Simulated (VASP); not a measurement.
Wanted: the native input for a VASP 6.6.1 run.

* Task: single point
* Functional: PBE
* Potentials or basis: VASP PAW PBE potentials, release 64 (Au, Al)
* Cutoff: 520 eV
* k mesh: 8 × 8 × 8
* Occupations: fermi-dirac, width 0.05 eV
* Spin: no spin polarisation
* Dipole correction: no
* Further INCAR settings: ALGO = Normal; EDIFF = 1e-06; NBANDS = 16

The structure of Al2Au lies in POSCAR:

```
Al2Au
1.0
    0.0000000000      3.0301591252      3.0301591252
    3.0301591252      0.0000000000      3.0301591252
    3.0301591252      3.0301591252      0.0000000000
Au Al
1 2
Direct
    0.0000000000      0.0000000000      0.0000000000
    0.7500000000      0.7500000000      0.7500000000
    0.2500000000      0.2500000000      0.2500000000
```

These files were run (other wordings do the same):

INCAR

```
SYSTEM = Al2Au
ALGO = Normal
EDIFF = 1E-6
ENCUT = 520
GGA = PE
ISIF = 2
ISMEAR = -1
LASPH = .TRUE.
LCHARG = .TRUE.
LELF = .TRUE.
LREAL = .FALSE.
LVHAR = .TRUE.
LWAVE = .FALSE.
NBANDS = 16
NELM = 80
PREC = Accurate
SIGMA = 0.05
```

KPOINTS

```
k-points
0
G
  8 8 8
  0 0 0
```

Potentials or basis: VASP PAW PBE potentials, release 64 (Au, Al).

Run with:

```bash
$ cat potpaw_PBE.64/Au/POTCAR potpaw_PBE.64/Al/POTCAR > POTCAR
$ mpirun -np 1 vasp_std > vasp.out
```

Results of the run:

| Item | Value |
| --- | --- |
| Pressure | -0.3 GPa |

Run time: 40 s on 1 thread of Intel Xeon 6975P-C, on a shared host, peak memory 0.18 GiB.
